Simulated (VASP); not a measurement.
PbF2 (fluorite type), 3 atoms in the cell. It takes space group Fm-3m (No. 225, cubic). Conventional cell: a = 5.111 Å, b = 5.111 Å, c = 5.111 Å, α = 90.00°, β = 90.00°, γ = 90.00°. Within 2.9 Å of Pb (site symmetry m-3m) lie 8 F at 2.21 Å. Within 2.9 Å of F (site symmetry -43m) lie 4 Pb at 2.21 Å and 6 F at 2.56 Å. 

| Quantity | Value |
| --- | --- |
| Program | VASP 6.6.1 |
| Task | relaxation of cell and atoms |
| Functional | PBE |
| Potentials or basis | VASP PAW PBE potentials, release 64 (Pb_d, F_h) |
| Cutoff | 910 eV |
| k mesh | 11 × 11 × 11 |
| Occupations | fermi-dirac, width 0.05 eV |
| Spin | no spin polarisation |
| Dipole correction | no |
| Further INCAR settings | ALGO = Normal; EDIFF = 1e-07; IBRION = 2; EDIFFG = -0.005; NSW = 100; ISIF = 3 |

Potentials or basis: VASP PAW PBE potentials, release 64 (Pb_d, F_h).

Run with:

```bash
$ cat potpaw_PBE.64/Pb_d/POTCAR potpaw_PBE.64/F_h/POTCAR > POTCAR
$ mpirun -np 1 vasp_std > vasp.out
```

Hardware: 1 thread of Intel(R) Xeon(R) 6975P-C (Granite Rapids), on a shared host.

Q: How long does it take, and how much memory?

A: Run time: 3 min on 1 thread of Intel(R) Xeon(R) 6975P-C (Granite Rapids) (shared host), peak memory 0.26 GiB. Counts: scf iterations 59, k points 56, ion steps 5.
